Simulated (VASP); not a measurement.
A run of VASP 6.6.1 is set up as follows.

INCAR

```
AGGAC = 1.0
AGGAX = 1.0
ALDAC = 0.0
ALDAX = 1.0
ALGO = Normal
EDIFF = 1E-6
ENCUT = 520
GGA = B5
ISIF = 2
ISMEAR = -1
IVDW = 12
LASPH = True
LCHARG = True
LELF = True
LREAL = False
LVHAR = True
LWAVE = False
NBANDS = 16
NELM = 100
PREC = Accurate
SIGMA = 0.05
VDW_A1 = 0.4298
VDW_A2 = 4.2359
VDW_S6 = 1.0
VDW_S8 = 2.6996
```

File KPOINTS:

```
k-points
0
Gamma
  7 7 7
```

Contents of POSCAR:

```
HgTe
1.0
    0.0000000000      3.2145000000      3.2145000000
    3.2145000000      0.0000000000      3.2145000000
    3.2145000000      3.2145000000      0.0000000000
Hg Te
1 1
Direct
    0.0000000000      0.0000000000      0.0000000000
    0.7500000000      0.7500000000      0.7500000000
```

Potentials or basis: VASP PAW PBE potentials, release 64 (Hg, Te).

Run with:

```bash
$ cat potpaw_PBE.64/Hg/POTCAR potpaw_PBE.64/Te/POTCAR > POTCAR
$ mpirun -np 1 vasp_std > vasp.out
```

Q: Estimate the dispersion energy per atom.

A: -0.843 eV.

Q: What does it give for the band gap on the k mesh?

A: Zero (filled and empty bands touch).

Caveat: spin-orbit coupling is left out, which moves the levels of the heavy elements.
